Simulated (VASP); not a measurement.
Here is a VASP 6.6.1 calculation.

INCAR

```
SYSTEM = YTi
ALGO     = Normal         ! electronic algorithm
EDIFF    = 1E-6           ! SCF threshold, eV
ENCUT    = 520            ! plane-wave cutoff, eV
GGA      = PS             ! functional
GGA_COMPAT= .FALSE.      
ISIF     = 2              ! what is computed and relaxed
ISMEAR   = -1             ! smearing method
LASPH    = .TRUE.         ! aspherical terms in the spheres
LCHARG   = .FALSE.        ! write CHGCAR
LMAXMIX  = 4              ! l up to which the mixer works
LNONCOLLINEAR= .TRUE.         ! non-collinear magnetism
LORBIT   = 11             ! projections on sites
LORBMOM  = .TRUE.       
LREAL    = .FALSE.        ! projectors in reciprocal space
LSORBIT  = .TRUE.         ! spin-orbit coupling
LWAVE    = .FALSE.        ! write WAVECAR
MAGMOM   = 0 0 0 0 0 0    ! initial moments
NBANDS   = 35             ! bands
NELM     = 150            ! most SCF steps
PREC     = Accurate       ! precision mode
SIGMA    = 0.01           ! smearing width, eV
```

File KPOINTS:

```
k-points
0
G
  7 7 7
  0 0 0
```

POSCAR

```
YTi
1.0
    0.0000000000      2.7102502500      2.7102502500
    2.7102502500      0.0000000000      2.7102502500
    2.7102502500      2.7102502500      0.0000000000
Y Ti
1 1
Direct
    0.0000000000      0.0000000000      0.0000000000
    0.5000000000      0.5000000000      0.5000000000
```

Potentials or basis: VASP PAW PBE potentials, release 64 (Y_sv, Ti_sv).

Command:

```bash
$ cat potpaw_PBE.64/Y_sv/POTCAR potpaw_PBE.64/Ti_sv/POTCAR > POTCAR
$ mpirun -np 1 vasp_ncl > vasp.out
```

Task: Estimate the net moment.

Result: 0.00 μB per cell.

Task: What does it give for the pressure?

Result: 12.3 GPa.

Moments on the atoms (μB; x, y, z):
```
Y   0.00 0.00 0.00
Ti  0.00 0.00 0.00
```

Caveat: the PAW data sets were made with another functional, which shifts forces and pressure a little.
